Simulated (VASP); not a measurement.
# H21O10F in VASP: a series of runs, part 3 of 3

VASP 6.6.1.

### 6 Single point, PBEsol

Contents of INCAR:

```
PREC = Accurate ; ENCUT = 520
EDIFF = 1E-6 ; ISMEAR = -1
SIGMA = 0.05 ; LREAL = Auto
LASPH = T ; NELM = 120
ALGO = Normal ; ISIF = 2
LWAVE = F ; LCHARG = T
GGA = PS ; LELF = T
LVHAR = T ; NBANDS = 66
GGA_COMPAT = F
```

Contents of KPOINTS:

```
regular mesh
0
Gamma
  1 1 1
```

Contents of POSCAR:

```
H21O10F
1.0
    6.9382320000      0.0000000000      0.0000000000
    0.0000000000      6.9382320000      0.0000000000
    0.0000000000      0.0000000000      6.9382320000
O H F
10 21 1
Direct
    0.4183918900      0.4887123982      0.7535060805
    0.9187787321      0.9209839048      0.9978190409
    0.2655719786      1.0170602540      0.0427198168
   -0.0498686121      0.1971972110      0.4056653049
    0.5336950393      0.2349589924      0.2888199760
    1.0713247986      0.4367250908      0.1479915921
    0.5414491761      0.7982148766      0.4649887752
    0.1713837185      0.9113560919      0.5817476268
    0.4217068556      0.6861113898      0.1200449913
    0.5495636352      0.1766588376      0.8855858380
    0.5573465978      0.5549540575      0.7678469097
    0.3622824950      0.5547378641      0.6619265542
    0.8185370567      0.8126421832      0.9740521793
    0.8786820619      1.0250449971      1.0887643999
    0.3554651963      1.0539860875     -0.0594531863
    0.1293413077      0.9564828619      0.0023348888
    0.0002306063      0.2967038289      0.3042273594
   -0.1425867570      0.2657593462      0.4870116767
    0.4169938394      0.2345554314      0.3699357416
    0.4844173559      0.1752175482      0.1648690906
    1.0095078977      0.5652160377      0.1456567033
    1.2178895142      0.4634033569      0.1448351684
    0.5231015625      0.6739036688      0.2153862828
    0.5864894688      0.8998401898      0.4014135013
    0.0762874461      0.9782175056      0.5089048622
    0.2908233683      0.9009643955      0.4988446624
    0.3304155871      0.8954154315      0.1023891966
    0.4497255209      0.6165691779     -0.0056498543
    0.4959332579      0.3102375360      0.8560105802
    0.6332448958      0.1865749084      0.7861512847
    0.6482775439      0.7645895957      0.5550837735
    0.7497154895      0.6387362083      0.7556391888
```

Potentials or basis: VASP PAW PBE potentials, release 64 (O, H, F).

On the command line:

```console
$ cat potpaw_PBE.64/O/POTCAR potpaw_PBE.64/H/POTCAR potpaw_PBE.64/F/POTCAR > POTCAR
$ mpirun -np 1 vasp_gam > vasp.out
```

It took 55 s on 1 thread of AMD EPYC 7R43 (Zen 3), shared host; peak memory 0.32 GiB.

It converged, with:

| Property | Result |
| --- | --- |
| Free energy | -153.5680 eV |
| Pressure | 0.6 GPa |
| Largest force | 7.873 eV/Å |
| Band gap on the k mesh | 3.67 eV |

Forces on the atoms (eV/Å):
```
O    4.336 -2.739  5.974
O   -0.458 -0.386  0.501
O   -1.156 -1.629  1.538
O    0.250  0.346 -0.614
O   -1.235 -0.730 -0.769
O    1.738  0.739 -0.196
O   -1.384 -4.488  2.424
O    2.251 -1.084  0.175
O   -0.774 -0.134 -1.428
O   -2.811  0.631  2.958
H    0.275  0.002 -0.773
H   -3.578  3.661 -5.156
H    1.231  1.338 -0.397
H   -0.389 -0.873 -0.363
H    0.867  0.634 -1.628
H   -0.288  0.450 -0.389
H   -0.511 -0.598  0.945
H    0.227 -0.048 -0.385
H    0.363  0.067 -0.058
H    0.853  0.853  1.147
H    0.422 -0.556 -0.036
H   -2.003  0.045  0.095
H    0.394 -0.237  0.734
H    2.009  5.090 -2.936
H   -1.034  1.178 -0.809
H   -1.054 -0.087  1.008
H    0.172 -0.264 -0.306
H   -0.209  0.551  0.710
H   -0.952 -0.480  0.273
H    3.421 -0.910 -3.322
H   -0.067 -0.572  0.690
F   -0.905  0.227  0.395
```

Stress tensor (GPa, compression positive):
```
-0.27 -1.54 -0.40
-1.54  0.29 -3.50
-0.40 -3.50  1.88
```

Levels at points of the mesh, in eV from the valence-band top:
| k point | band 42 | band 43 | band 44 | band 45 | band 46 | band 47 |
| --- | --- | --- | --- | --- | --- | --- |
| (0.00, 0.00, 0.00) | -0.85 | -0.50 | 0.00 | 3.67 | 6.30 | 6.84 |

Caveat: the k points lie up to 0.91 Å⁻¹ apart; the atoms stand as in a frame of molecular dynamics; the PAW data sets were made with another functional, which shifts forces and pressure a little.

### 7 Single point, PBEsol

Contents of INCAR:

```
PREC = Accurate ; ENCUT = 520
EDIFF = 1E-6 ; ISMEAR = -1
SIGMA = 0.05 ; LREAL = Auto
LASPH = True ; NELM = 120
ALGO = Normal ; ISIF = 2
LWAVE = False ; LCHARG = False
GGA = PS ; NBANDS = 66
GGA_COMPAT = False
```

KPOINTS is that of step 6.

Contents of POSCAR:

```
H21O10F
1.0
    6.9382320000      0.0000000000      0.0000000000
    0.0000000000      6.9382320000      0.0000000000
    0.0000000000      0.0000000000      6.9382320000
O H F
10 21 1
Direct
    0.4641240016      0.5227988917      0.8101199268
    0.9231458389      0.8741420004      1.0065676674
    0.2723027999      0.9998080203      0.1111666488
   -0.1398627201      0.2246393606      0.4468861808
    0.5013236802      0.2837898762      0.3194041364
    1.1105999338      0.4327038934      0.1481068952
    0.6469947964      0.8538630591      0.4247479761
    0.0893167020      0.8967270048      0.5899197375
    0.4518009775      0.6837476752      0.1065977615
    0.5295873646      0.0863188201      0.8114026743
    0.6151567143      0.6150846498      0.7250838542
    0.3492820649      0.5320807952      0.7408371470
    0.8567600507      0.9604464077      0.9153052247
    0.8221691059      0.7732517448      1.0312281284
    0.3430556949      1.0223353730     -0.0046697775
    0.1606028740      0.9156655471      0.0489605998
   -0.0861026267      0.2885317182      0.3454626481
   -0.2503663758      0.2987216340      0.4882079469
    0.3568488341      0.2641018634      0.2901603752
    0.5584852164      0.2528309806      0.1938245939
    1.2130035433      0.3808318892      0.0689512833
    1.1301005789      0.5778705584      0.1485248692
    0.4804682230      0.6461732614      0.2560882945
    0.7120978370      0.9279309196      0.3424647662
   -0.0230318041      0.9311161691      0.5328446786
    0.1904375639      0.9307414338      0.5053448775
    0.3630896171      0.8045277241      0.1131412152
    0.4044113832      0.5665420240     -0.0471013365
    0.4636916148      0.2106732666      0.8318113318
    0.5473872883      0.0926749062      0.6787319882
    0.7118528178      0.8424624602      0.5439570196
    0.7543420283      0.6652991713      0.6949320807
```

On the command line:

```console
$ cat potpaw_PBE.64/O/POTCAR potpaw_PBE.64/H/POTCAR potpaw_PBE.64/F/POTCAR > POTCAR
$ mpirun -np 1 vasp_gam > vasp.out
```

Run time: 45 s. Hardware: 1 thread of AMD EPYC 7R43 (Zen 3), shared host; peak memory 0.32 GiB.

The run converged. Its results:

| Item | Value |
| --- | --- |
| Free energy | -152.6319 eV |
| Pressure | 2.4 GPa |
| Largest force | 5.545 eV/Å |
| Band gap on the k mesh | 4.01 eV |

Forces in eV/Å, atoms in the order of the input:
```
O   -0.170 -0.968  1.689
O   -1.148 -0.544  0.361
O   -2.347 -1.759 -0.137
O   -1.066 -2.359  3.022
O   -2.252  0.027 -0.799
O   -0.436  1.548  0.431
O   -4.259 -2.739  1.240
O    2.931 -1.803  2.935
O   -0.151 -0.613  3.619
O   -0.759  0.511  2.807
H    0.802  0.017  0.483
H   -1.999  0.101 -2.085
H    0.373 -0.241  0.104
H    0.918  0.649 -0.326
H    1.318  0.532 -1.511
H    0.044  1.733  1.019
H    1.807  2.077 -3.057
H   -0.290  0.245 -0.096
H    1.822  0.252  0.603
H    0.199 -0.032  0.388
H    0.112 -0.063 -0.272
H   -0.077 -1.829 -0.005
H   -0.418  0.860 -3.115
H    2.771  3.452 -3.339
H   -3.465  1.427 -1.930
H    1.030  0.507 -0.993
H    1.054 -0.149  0.542
H    2.247  0.409 -0.620
H    0.467  0.246  0.037
H    0.469 -0.466 -2.997
H    0.950 -0.735  1.519
F   -0.477 -0.293  0.485
```

Stress tensor (GPa, compression positive):
```
 2.36 -0.13 -0.57
-0.13  0.69 -2.27
-0.57 -2.27  4.24
```

Levels at points of the mesh, in eV from the valence-band top:
| k point | band 41 | band 42 | band 43 | band 44 | band 45 | band 46 | band 47 | band 48 |
| --- | --- | --- | --- | --- | --- | --- | --- | --- |
| (0.00, 0.00, 0.00) | -0.71 | -0.24 | -0.18 | 0.00 | 4.01 | 6.84 | 7.05 | 7.14 |

Caveat: the k points lie up to 0.91 Å⁻¹ apart; the atoms stand as in a frame of molecular dynamics; the PAW data sets were made with another functional, which shifts forces and pressure a little.

### 8 Summary

```tsv
cell	gap on the mesh (eV)	pressure (GPa)	largest force (eV/Å)
as given, atomic positions A	4.48	-1.2	3.69
as given, atomic positions B	4.27	0.8	8.16
as given, atomic positions C	3.96	-3.1	4.58
as given, atomic positions D	4.37	-2.3	3.22
as given, atomic positions E	3.67	0.6	7.87
as given, atomic positions F	4.01	2.4	5.55
```

Alike in all rows: task single point; level PBEsol; potentials or basis VASP PAW PBE potentials, release 64 (O, H, F); no spin polarisation; k mesh 1 × 1 × 1; cutoff (eV) 520; smearing fermi-dirac 0.05 eV.

Caveats: all runs use coarse meshes; the PAW data sets were made with another functional, which shifts forces and pressure a little; the atoms stand as in a frame of molecular dynamics (at least some runs).

Absolute energies hang on the potentials; compare differences alone.
